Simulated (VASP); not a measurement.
# Cu3Sn2 (P-3m1) in VASP: further runs

Runs on Cu3Sn2. Level: PBE. Tasks: single point.

Program: VASP 6.6.1. These are calculated values, not measurements. Logs are shortened: lines on timing, memory, paths and dates and some standing lists are left out, and cuts for length are marked.

### Step 1. The cell of the first run

It takes space group P-3m1 (No. 164, trigonal). Conventional cell: a = 3.186 Å, b = 3.186 Å, c = 21.211 Å, α = 90.00°, β = 90.00°, γ = 120.00°. Cu (site symmetry 3m) has 13 Cu at 2.45 to 3.28 Å within 3.3 Å. Within 3.3 Å of Cu (site symmetry 3m) lie 10 Cu at 2.48 to 3.28 Å and 3 Sn at 2.77 Å. Cu (site symmetry 3m) has 6 Sn at 2.81 to 2.86 Å and 6 Cu at 3.19 Å within 3.7 Å. Within 4.0 Å of Sn (site symmetry 3m) lie 3 Cu at 2.86 Å and 9 Sn at 3.19 to 3.93 Å. Sn (site symmetry 3m) has 7 Cu at 2.77 to 3.74 Å and 6 Sn at 3.19 Å within 3.8 Å.

### Step 2. Single point, PBE

INCAR

```
PREC     = Accurate       # precision mode
ENCUT    = 600            # plane-wave cutoff, eV
EDIFF    = 1E-6           # SCF threshold, eV
ISMEAR   = 0              # smearing method
SIGMA    = 0.1            # smearing width, eV
LREAL    = F              # projectors in reciprocal space
LASPH    = T              # aspherical terms in the spheres
NELM     = 120            # most SCF steps
ALGO     = Normal         # electronic algorithm
ISIF     = 2              # what is computed and relaxed
LWAVE    = F              # write WAVECAR
LCHARG   = T              # write CHGCAR
GGA      = PE             # functional
LELF     = T              # ELF
LVHAR    = T            
NBANDS   = 72             # bands
GGA_COMPAT= F
```

KPOINTS

```
Automatic mesh
0
Gamma
  6 6 1
```

POSCAR

```
Cu3Sn2
1.0
    3.1864046671      0.0000000000      0.0000000000
   -1.5932023336      2.7595073885      0.0000000000
    0.0000000000      0.0000000000     21.2109032890
Cu Sn
6 4
Direct
    0.3333333333      0.6666666667      0.9618125072
    0.3333333333      0.6666666667      0.1165555530
    0.3333333333      0.6666666667      0.3147700929
    0.6666666667      0.3333333333      0.0381874928
    0.6666666667      0.3333333333      0.6852299071
    0.6666666667      0.3333333333      0.8834444470
    0.3333333333      0.6666666667      0.5819685447
    0.3333333333      0.6666666667      0.7856101059
    0.6666666667      0.3333333333      0.2143898941
    0.6666666667      0.3333333333      0.4180314553
```

Potentials or basis: VASP PAW PBE potentials, release 64 (Cu, Sn_d).

Run with:

```bash
cat potpaw_PBE.64/Cu/POTCAR potpaw_PBE.64/Sn_d/POTCAR > POTCAR
mpirun -np 1 vasp_std > vasp.out
```

OUTCAR:

```text
PREC = Accurate
   ENCUT = 600
   EDIFF = 1E-6
   ISMEAR = 0
   LREAL = F
   LASPH = T
   NELM = 120
   ISIF = 2
   GGA = PE

 ion  position               nearest neighbor table
   1  0.333  0.667  0.962-   4 2.45   4 2.45   4 2.45   6 2.48   6 2.48   6 2.48
   2  0.333  0.667  0.117-   4 2.48   4 2.48   4 2.48   9 2.77   9 2.77   9 2.77
   3  0.333  0.667  0.315-   9 2.81   9 2.81   9 2.81  10 2.86  10 2.86  10 2.86
   4  0.667  0.333  0.038-   1 2.45   1 2.45   1 2.45   2 2.48   2 2.48   2 2.48
   5  0.667  0.333  0.685-   8 2.81   8 2.81   8 2.81   7 2.86   7 2.86   7 2.86
   6  0.667  0.333  0.883-   1 2.48   1 2.48   1 2.48   8 2.77   8 2.77   8 2.77
   7  0.333  0.667  0.582-   5 2.86   5 2.86   5 2.86
   8  0.333  0.667  0.786-   6 2.77   6 2.77   6 2.77   5 2.81   5 2.81   5 2.81
   9  0.667  0.333  0.214-   2 2.77   2 2.77   2 2.77   3 2.81   3 2.81   3 2.81
  10  0.667  0.333  0.418-   3 2.86   3 2.86   3 2.86

  LATTYP: Found a hexagonal cell.
 ALAT       =     3.1864046671
 C/A-ratio  =     6.6566884953

  Lattice vectors:

 A1 = (   3.1864046671,   0.0000000000,   0.0000000000)
 A2 = (  -1.5932023336,   2.7595073885,   0.0000000000)
 A3 = (   0.0000000000,   0.0000000000,  21.2109032890)

Analysis of symmetry for initial positions (statically):
=====================================================================
 Subroutine PRICEL returns:
 Original cell was already a primitive cell.

 Routine SETGRP: Setting up the symmetry group for a
 hexagonal supercell.

 Subroutine GETGRP returns: Found 12 space group operations
 (whereof 12 operations were pure point group operations)
 out of a pool of 24 trial point group operations.

The static configuration has the point symmetry D_3d.

Analysis of symmetry for dynamics (positions and initial velocities):
=====================================================================
 Subroutine PRICEL returns:
 Original cell was already a primitive cell.

 Routine SETGRP: Setting up the symmetry group for a
 hexagonal supercell.

 Subroutine GETGRP returns: Found 12 space group operations
 (whereof 12 operations were pure point group operations)
 out of a pool of 24 trial point group operations.

The dynamic configuration has the point symmetry D_3d.

 Subroutine INISYM returns: Found 12 space group operations
 (whereof 12 operations are pure point group operations),
 and found     1 'primitive' translations

----------------------------------------------------------------------------------------

                                     Primitive cell

  volume of cell :     186.5055

  direct lattice vectors                    reciprocal lattice vectors
     3.186404667  0.000000000  0.000000000     0.313833334  0.181191760  0.000000000
    -1.593202334  2.759507388  0.000000000     0.000000000  0.362383520  0.000000000
     0.000000000  0.000000000 21.210903289     0.000000000  0.000000000  0.047145564

  length of vectors
     3.186404667  3.186404667 21.210903289     0.362383520  0.362383520  0.047145564

  position of ions in fractional coordinates (direct lattice)
     0.333333333  0.666666667  0.961812507
     0.333333333  0.666666667  0.116555553
     0.333333333  0.666666667  0.314770093
     0.666666667  0.333333333  0.038187493
     0.666666667  0.333333333  0.685229907
     0.666666667  0.333333333  0.883444447
     0.333333333  0.666666667  0.581968545
     0.333333333  0.666666667  0.785610106
     0.666666667  0.333333333  0.214389894
     0.666666667  0.333333333  0.418031455

  ion indices of the primitive-cell ions
   primitive index   ion index
                 1           1
                 2           2
                 3           3
                 4           4
                 5           5
                 6           6
                 7           7
                 8           8
                 9           9
                10          10

----------------------------------------------------------------------------------------

 KPOINTS: Automatic mesh

Automatic generation of k-mesh.
 Grid dimensions read from file:
 generate k-points for:    6    6    1

 Generating k-lattice:

  Cartesian coordinates                     Fractional coordinates (reciprocal lattice)
     0.052305556  0.030198627  0.000000000     0.166666667 -0.000000000  0.000000000
     0.000000000  0.060397253  0.000000000     0.000000000  0.166666667  0.000000000
     0.000000000  0.000000000  0.047145564     0.000000000  0.000000000  1.000000000

  Length of vectors
     0.060397253  0.060397253  0.047145564

  Shift w.r.t. Gamma in fractional coordinates (k-lattice)
     0.000000000  0.000000000  0.000000000

 Subroutine IBZKPT returns following result:
 ===========================================

 Found      7 irreducible k-points:

 Following reciprocal coordinates:
            Coordinates               Weight
  0.000000  0.000000  0.000000      1.000000
  0.166667 -0.000000  0.000000      6.000000
[... 37 lines left out ...]
   EFERMI =   0.00;   METHOD = LEGACY
   ISMEAR =     0;   SIGMA  =   0.10  broadening in eV -4-tet -1-fermi 0-gaus
   EFERMI_NEDOS =   21; number of points for ismear=-14 and -15
   IALGO  =     38    algorithm
   IMIX   =      4    mixing-type and parameters
     AMIX     =   0.40;   BMIX     =  1.00
     AMIX_MAG =   1.60;   BMIX_MAG =  1.00
  volume/ion in A,a.u.               =      18.65       125.86
  Fermi-wavevector in a.u.,A,eV,Ry     =   1.421120  2.685528 27.478100  2.019583
  Thomas-Fermi vector in A             =   2.541964
   LORBIT       =      0    0 simple, 1 ext, 2 COOP (PROOUT), +10 PAW based schemes
   GGA     = PE    functional components
   LHFCALC =     F    Hartree Fock is set to
   AEXX    =    0.0000 exact exchange contribution
   IVDW    =     0    specifies the selected vdW correction
   LEPSILON=     F    determine dielectric tensor
   LRPA    =     F    only Hartree local field effects (RPA)
 non-spin polarized calculation
 Gauss-broadening in eV      SIGMA  =   0.10
  energy-cutoff  :      600.00
  volume of cell :      186.51
 maximum number of plane-waves:      6259
 NGX is ok and might be reduce to    28
   NGX = 13   NGY = 13   NGZ = 85

 number of electron     121.9999986 magnetization

 Free energy of the ion-electron system (eV)
  ---------------------------------------------------
  ext. energy  EPLUGINS =         0.00000000
  ---------------------------------------------------
  free energy    TOTEN  =       -35.54093517 eV

  energy without entropy =      -35.53000468  energy(sigma->0) =      -35.53546993

 E-fermi :   7.6887     XC(G=0): -11.0913

 val. band max:        7.6354131356   @ k =   0.3333   0.0000   0.0000
 cond. band min:       7.9908278370   @ k =   0.5000  -0.0000   0.0000
 fundamental gap:      0.3554147014
 Fermi energy:         7.6887370778

 k-point     1 :       0.0000    0.0000    0.0000
  band No.  band energies     occupation
      1     -14.2975      2.00000
      2     -14.2975      2.00000
      3     -14.2975      2.00000
      4     -14.2975      2.00000
      5     -14.2301      2.00000
      6     -14.2301      2.00000
[... 64 lines left out ...]
     71      16.1289      0.00000
     72      16.2516      0.00000

 k-point     2 :       0.1667   -0.0000    0.0000
  band No.  band energies     occupation
      1     -14.3145      2.00000
      2     -14.3145      2.00000
      3     -14.2392      2.00000
      4     -14.2392      2.00000
      5     -14.1873      2.00000
      6     -14.1873      2.00000
[... 64 lines left out ...]
     71      14.7705      0.00000
     72      15.1154      0.00000

 k-point     3 :       0.3333    0.0000    0.0000
  band No.  band energies     occupation
      1     -14.3579      2.00000
      2     -14.3579      2.00000
      3     -14.1902      2.00000
      4     -14.1902      2.00000
      5     -14.1206      2.00000
      6     -14.1206      2.00000
[... 289 lines left out ...]
     71      10.9244      0.00000
     72      11.4406      0.00000

 k-point     7 :       0.3333    0.3333    0.0000
  band No.  band energies     occupation
      1     -14.1987      2.00000
      2     -14.1987      2.00000
      3     -14.1895      2.00000
      4     -14.1895      2.00000
      5     -14.1839      2.00000
      6     -14.1839      2.00000
[... 64 lines left out ...]
     71      10.1901      0.00000
     72      10.1901      0.00000

------------------------ aborting loop because EDIFF is reached ----------------------------------------

  FORCE on cell =-STRESS in cart. coord.  units (eV):
  Direction    XX          YY          ZZ          XY          YZ          ZX
  --------------------------------------------------------------------------------------
  -------------------------------------------------------------------------------------
  Total        0.2002204      0.2002204      0.3225645     -0.0000000      0.0000000      0.0000000
  in kB        1.7199957      1.7199957      2.7709934     -0.0000000      0.0000000      0.0000000
  external PRESSURE =       2.0703282 kB  Pullay stress =       0.0000000 kB

 VOLUME and BASIS-vectors are now :
 -----------------------------------------------------------------------------
  energy-cutoff  :      600.00
  volume of cell :      186.51
      direct lattice vectors                 reciprocal lattice vectors
     3.186404667  0.000000000  0.000000000     0.313833334  0.181191760  0.000000000
    -1.593202334  2.759507388  0.000000000     0.000000000  0.362383520  0.000000000
     0.000000000  0.000000000 21.210903289     0.000000000  0.000000000  0.047145564

 POSITION                                       TOTAL-FORCE (eV/Angst)
 -----------------------------------------------------------------------------------
     -0.00000      1.83967     20.40091         0.000000     -0.000000     -0.003008
     -0.00000      1.83967      2.47225         0.000000      0.000000     -0.007241
     -0.00000      1.83967      6.67656        -0.000000      0.000000      0.015990
      1.59320      0.91984      0.80999         0.000000      0.000000      0.003008
      1.59320      0.91984     14.53435         0.000000     -0.000000     -0.015990
      1.59320      0.91984     18.73865        -0.000000     -0.000000      0.007241
     -0.00000      1.83967     12.34408         0.000000     -0.000000      0.021001
     -0.00000      1.83967     16.66350        -0.000000      0.000000     -0.017185
      1.59320      0.91984      4.54740        -0.000000      0.000000      0.017185
      1.59320      0.91984      8.86682        -0.000000      0.000000     -0.021001
 -----------------------------------------------------------------------------------
    total drift:                                0.000000     -0.000000      0.000000

  FREE ENERGIE OF THE ION-ELECTRON SYSTEM (eV)
  ---------------------------------------------------
  free  energy   TOTEN  =       -35.5409351703 eV

  energy  without entropy=      -35.5300046842  energy(sigma->0) =      -35.53546993
```

It took 4.9 min on 1 thread of Oxide Virtual Turin-like, shared host; peak memory 0.36 GiB.

Results:

```yaml
Free_energy: -35.5409 eV
Pressure: 0.2 GPa
Largest_force: 0.021 eV/Å
Band_gap_on_the_k_mesh: zero (bands 61 and 62 overlap by 2.04 eV)
```

Forces on the atoms (eV/Å):
```
Cu   0.000  0.000 -0.003
Cu   0.000  0.000 -0.007
Cu   0.000  0.000  0.016
Cu   0.000  0.000  0.003
Cu   0.000  0.000 -0.016
Cu   0.000  0.000  0.007
Sn   0.000  0.000  0.021
Sn   0.000  0.000 -0.017
Sn   0.000  0.000  0.017
Sn   0.000  0.000 -0.021
```

Levels at points of the mesh, in eV from the Fermi level:
```csv
k point,band 59,band 60,band 61,band 62,band 63,band 64
"(0.00, 0.00, 0.00)",-1.59,-1.34,0.37,3.32,3.87,7.74
"(0.50, 0.00, 0.00)",-1.46,-1.31,-0.80,-0.49,0.30,0.63
```

Caveat: the k points lie up to 0.38 Å⁻¹ apart, too coarse for converged energies and pressures of a metal; spin-orbit coupling is left out, which moves the levels of the heavy elements.

### Step 3. Single point, PBE

This run uses another cell than the first one, of 18.89 Å³/atom.

INCAR

```
SYSTEM = Cu3Sn2
PREC = Accurate ; ENCUT = 600
EDIFF = 1E-6 ; ISMEAR = 0
SIGMA = 0.1 ; LREAL = .False.
LASPH = .True. ; NELM = 120
ALGO = Normal ; ISIF = 2
LWAVE = .False. ; LCHARG = .True.
GGA = PE ; LELF = .True.
LVHAR = .True. ; NBANDS = 72
GGA_COMPAT = .False.
```

KPOINTS

```
regular mesh
0
Gamma
  6 6 1
  0 0 0
```

POSCAR

```
Cu3Sn2
1.0
    3.0062725600      0.0000000000      0.0000000000
   -1.5031362800      2.6035084100      0.0000000000
    0.0000000000      0.0000000000     24.1401193700
Cu Sn
6 4
Direct
    0.3333333300      0.6666666700      0.9500000000
    0.3333333300      0.6666666700      0.1500000000
    0.3333333300      0.6666666700      0.3500000000
    0.6666666700      0.3333333300      0.0500000000
    0.6666666700      0.3333333300      0.6500000000
    0.6666666700      0.3333333300      0.8500000000
    0.3333333300      0.6666666700      0.5500000000
    0.3333333300      0.6666666700      0.7500000000
    0.6666666700      0.3333333300      0.2500000000
    0.6666666700      0.3333333300      0.4500000000
```

Potentials or basis: VASP PAW PBE potentials, release 64 (Cu, Sn_d).

Run with:

```bash
cat potpaw_PBE.64/Cu/POTCAR potpaw_PBE.64/Sn_d/POTCAR > POTCAR
mpirun -np 1 vasp_std > vasp.out
```

Run time: 6 min. Hardware: 1 thread of Oxide Virtual Turin-like, shared host; peak memory 0.33 GiB.

Results (log left out):

```
Free energy            : -32.7639 eV
Pressure               : 0.8 GPa
Largest force          : 2.804 eV/Å
Band gap on the k mesh : zero (bands 61 and 62 overlap by 1.13 eV)
```

Forces in eV/Å, atoms in the order of the input:
```
Cu   0.000  0.000 -0.006
Cu   0.000  0.000 -0.556
Cu   0.000  0.000 -0.061
Cu   0.000  0.000  0.006
Cu   0.000  0.000  0.061
Cu   0.000  0.000  0.556
Sn   0.000  0.000  2.804
Sn   0.000  0.000  0.085
Sn   0.000  0.000 -0.085
Sn   0.000  0.000 -2.804
```

Stress tensor (GPa, compression positive):
```
 3.99  0.00  0.00
 0.00  3.99  0.00
 0.00  0.00 -5.67
```

Levels at points of the mesh, in eV from the Fermi level:
| k point | band 57 | band 58 | band 59 | band 60 | band 61 | band 62 | band 63 | band 64 | band 65 | band 66 |
| --- | --- | --- | --- | --- | --- | --- | --- | --- | --- | --- |
| (0.00, 0.00, 0.00) | -1.78 | -1.76 | -1.63 | -1.63 | -1.49 | 0.94 | 1.34 | 4.44 | 4.45 | 8.08 |
| (0.50, 0.00, 0.00) | -1.52 | -1.50 | -0.86 | -0.78 | 0.11 | 0.24 | 0.46 | 0.68 | 1.22 | 1.44 |

Caveat: the k points lie up to 0.40 Å⁻¹ apart, too coarse for converged energies and pressures of a metal; spin-orbit coupling is left out, which moves the levels of the heavy elements; forces of over 1 eV/Å act on the atoms, so gaps and moduli don't describe the material at rest.

### Step 4. Single point, PBE

This run uses another cell than the first one, of 19.68 Å³/atom.

INCAR

```
PREC = Accurate ; ENCUT = 600
EDIFF = 1E-6 ; ISMEAR = 0
SIGMA = 0.1 ; LREAL = F
LASPH = T ; NELM = 120
ALGO = Normal ; ISIF = 2
LWAVE = F ; LCHARG = T
GGA = PE ; LELF = T
LVHAR = T ; NBANDS = 72
GGA_COMPAT = F
```

KPOINTS

```
regular mesh
0
Gamma
  12 12 2
```

POSCAR

```
Cu3Sn2
1.0
    3.7138518689      0.0000000000      0.0000000000
   -1.8569259345      3.2162900644      0.0000000000
    0.0000000000      0.0000000000     16.4729699113
Cu Sn
6 4
Direct
    0.3333333333      0.6666666667      0.9614208815
    0.3333333333      0.6666666667      0.1141703080
    0.3333333333      0.6666666667      0.3090598390
    0.6666666667      0.3333333333      0.0385791185
    0.6666666667      0.3333333333      0.6909401610
    0.6666666667      0.3333333333      0.8858296920
    0.3333333333      0.6666666667      0.5859904364
    0.3333333333      0.6666666667      0.7902466324
    0.6666666667      0.3333333333      0.2097533676
    0.6666666667      0.3333333333      0.4140095636
```

Run with:

```bash
cat potpaw_PBE.64/Cu/POTCAR potpaw_PBE.64/Sn_d/POTCAR > POTCAR
mpirun -np 1 vasp_std > vasp.out
```

Wall time 28 min (1 thread of Oxide Virtual Turin-like, shared host); peak memory 0.62 GiB.

The run converged. Its results:

```
Free energy            : -35.5168 eV
Pressure               : 0.2 GPa
Largest force          : 0.021 eV/Å
Band gap on the k mesh : zero (bands 61 and 62 overlap by 4.69 eV)
```

Forces on the atoms (eV/Å):
```
Cu   0.000  0.000 -0.003
Cu   0.000  0.000  0.008
Cu   0.000  0.000  0.004
Cu   0.000  0.000  0.003
Cu   0.000  0.000 -0.004
Cu   0.000  0.000 -0.008
Sn   0.000  0.000 -0.021
Sn   0.000  0.000 -0.012
Sn   0.000  0.000  0.012
Sn   0.000  0.000  0.021
```

Stress tensor (GPa, compression positive):
```
0.12 0.00 0.00
0.00 0.12 0.00
0.00 0.00 0.25
```

Levels at points of the mesh, in eV from the Fermi level:
```tsv
k point	band 58	band 59	band 60	band 61	band 62	band 63	band 64	band 65
(0.00, 0.00, 0.00)	0.14	0.80	3.69	3.69	3.97	3.97	4.09	4.64
(0.50, 0.00, 0.00)	-1.35	-1.33	-1.28	-0.60	-0.53	0.76	1.25	1.32
(0.00, 0.00, 0.50)	-1.13	2.60	2.60	3.74	3.74	3.88	3.88	4.75
(0.50, 0.00, 0.50)	-1.79	-1.31	-1.11	-0.52	-0.48	0.94	0.96	1.27
```

Caveat: spin-orbit coupling is left out, which moves the levels of the heavy elements.

### Step 5. The runs side by side

```tsv
cell	k mesh	gap on the mesh (eV)	pressure (GPa)	largest force (eV/Å)
a = 3.186, b = 3.186, c = 21.211 Å, angles 90.0, 90.0, 120.0°, 10 atoms, atomic positions A	6 × 6 × 1	none	0.2	0.02
a = 3.006, b = 3.006, c = 24.140 Å, angles 90.0, 90.0, 120.0°, 10 atoms, atomic positions B	6 × 6 × 1	none	0.8	2.80
a = 3.714, b = 3.714, c = 16.473 Å, angles 90.0, 90.0, 120.0°, 10 atoms, atomic positions C	12 × 12 × 2	none	0.2	0.02
```

Alike in all rows: task single point; level PBE; potentials or basis VASP PAW PBE potentials, release 64 (Cu, Sn_d); no spin polarisation; cutoff (eV) 600; smearing gaussian 0.1 eV.

Caveats: some runs use coarse meshes; spin-orbit coupling is left out, which moves the levels of the heavy elements; forces of over 1 eV/Å act on the atoms, so gaps and moduli don't describe the material at rest (at least some runs).

Absolute energies hang on the potentials; compare differences alone.

The gap in the log of VASP goes by the Fermi energy; the results here count the filled bands.